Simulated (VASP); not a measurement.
Wanted: the native input for a VASP 6.6.1 run.

```
Task                   : single point
Functional             : PBEsol
Potentials or basis    : VASP PAW PBE potentials, release 64 (Na_pv, I)
Cutoff                 : 520 eV
k mesh                 : 8 × 8 × 8
Occupations            : gaussian, width 0.01 eV
Spin                   : no spin polarisation
Dipole correction      : no
Further INCAR settings : ALGO = Normal; EDIFF = 1e-06; NBANDS = 14
```

The structure of NaI lies in POSCAR:

```
NaI
1.0
    0.0000000000      3.2162516661      3.2162516661
    3.2162516661      0.0000000000      3.2162516661
    3.2162516661      3.2162516661      0.0000000000
Na I
1 1
Direct
    0.0000000000      0.0000000000      0.0000000000
    0.5000000000      0.5000000000      0.5000000000
```

These files were run (other wordings do the same):

INCAR

```
PREC = Accurate ; ENCUT = 520
EDIFF = 1E-6 ; ISMEAR = 0
SIGMA = 0.01 ; LREAL = F
LASPH = T ; NELM = 80
ALGO = Normal ; ISIF = 2
LWAVE = F ; LCHARG = F
GGA = PS ; NBANDS = 14
```

KPOINTS

```
regular mesh
0
Gamma
  8 8 8
```

Potentials or basis: VASP PAW PBE potentials, release 64 (Na_pv, I).

Run with:

```sh
$ cat potpaw_PBE.64/Na_pv/POTCAR potpaw_PBE.64/I/POTCAR > POTCAR
$ mpirun -np 1 vasp_std > vasp.out
```

Results of the run:

```yaml
Pressure: -0.2 GPa
Band_gap_on_the_k_mesh: 3.55 eV
```

Caveat: the PAW data sets were made with another functional, which shifts forces and pressure a little; spin-orbit coupling is left out, which moves the levels of the heavy elements.

Wall time 41 s on 1 thread of Intel Xeon 8259CL, with other jobs on the host, peak memory 0.21 GiB.
